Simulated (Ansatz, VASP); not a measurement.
**One calculation of Ta, two programs**

POSCAR

```
Ta
1.0
   -1.6175709496      1.6175709496      1.6175709496
    1.6175709496     -1.6175709496      1.6175709496
    1.6175709496      1.6175709496     -1.6175709496
Ta
1
Direct
    0.0000000000      0.0000000000      0.0000000000
```

INCAR.step1

```
SYSTEM = Ta
PREC = Accurate
ENCUT = 520
EDIFF = 1E-5
ISMEAR = -1
SIGMA = 0.05
LREAL = .False.
LASPH = .True.
NELM = 100
ALGO = Normal
ISIF = 2
LWAVE = .True.
LCHARG = .False.
NBANDS = 12
GGA = PE
```

File INCAR.step2:

```
SYSTEM = Ta
PREC = Accurate
ENCUT = 520
EDIFF = 1E-7
ISMEAR = -1
SIGMA = 0.05
LREAL = .False.
LASPH = .True.
NELM = 100
ALGO = Normal
ISIF = 2
LWAVE = .False.
LCHARG = .False.
GGA = PE
LHFCALC = .True.
AEXX = 0.25
PRECFOCK = Normal
NBANDS = 12
ISTART = 1
```

The input KPOINTS:

```
regular mesh
0
Gamma
  6 6 6
  0 0 0
```

input

```
crystal:
  lattice:
    - [-1.6175709496, 1.6175709496, 1.6175709496]
    - [1.6175709496, -1.6175709496, 1.6175709496]
    - [1.6175709496, 1.6175709496, -1.6175709496]
  atoms:
    - { symbol: Ta, position: [0.0, 0.0, 0.0] }
hamiltonian:
  xc: pbe0
  pseudopotentials: { kind: paw }
kpoints:
  mp_grid: { grid: [6, 6, 6] }
scf:
  occupations: { method: fermi_dirac, width: 0.05 }
output:
  forces: true
  stress: true
  eigenvalues: true
```

Alike in both runs: task single point; functional PBE0; k mesh 6 × 6 × 6; occupations fermi-dirac, width 0.05 eV; no spin polarisation.

|  | VASP | Ansatz |
| --- | --- | --- |
| version | VASP 6.6.1 | Ansatz 0.2.0 |
| potentials or method | VASP PAW PBE potentials, release 64 (Ta_pv) | Ansatz PAW |
| plane-wave cutoff (eV) | 520 | 420 |
| valence electrons in the cell | 11 | 13 |

VASP gave:

| Quantity | Value |
| --- | --- |
| gap on the k mesh at the Fermi level (eV) | none |
| pressure (GPa) | 18.0 |

Which values does Ansatz return?

gap on the k mesh at the Fermi level (eV): none; pressure (GPa): 19.6.

A gap of «none» marks a metal or a gap that the smearing closes. With one functional, cell and mesh, what is left measures potentials, basis and numerics. VASP's potentials hold 11 valence electrons a cell and Ansatz's 13, so a difference there can come from the potentials and not from the codes.

The k mesh is coarse, so the values compare programs but aren't converged. Neither program's run includes spin-orbit coupling.
